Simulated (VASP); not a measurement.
Input of a VASP 6.6.1 run:

Contents of INCAR:

```
SYSTEM = Cu
ALGO = Normal ; EDIFF = 1E-6
EDIFFG = -0.005 ; ENCUT = 600
GGA = PS ; IBRION = 2
ISIF = 3 ; ISMEAR = 0
LASPH = .True. ; LCHARG = .False.
LREAL = .False. ; LWAVE = .False.
NELM = 100 ; NSW = 100
PREC = Accurate ; SIGMA = 0.1
```

Contents of KPOINTS:

```
k-points
0
Gamma
  20 20 20
  0 0 0
```

POSCAR

```
Cu
1.0
   -1.4427933200      1.4427933200      1.3760814500
    1.4427933200     -1.4427933200      1.3760814500
    1.4427933200      1.4427933200     -1.3760814500
Cu
1
Direct
    0.0000000000      0.0000000000      0.0000000000
```

Potentials or basis: VASP PAW PBE potentials, release 64 (Cu).

The run is started by

```console
$ cat potpaw_PBE.64/Cu/POTCAR > POTCAR
$ mpirun -np 1 vasp_std > vasp.out
```

(1) What does it give for the space group after relaxing (to 0.05 Å)?

(2) What does it give for the relaxed cell?

Results:

(1) I4/mmm (No. 139).

(2) a = 2.459 Å, b = 2.459 Å, c = 2.459 Å, α = 107.88°, β = 107.88°, γ = 112.71°.
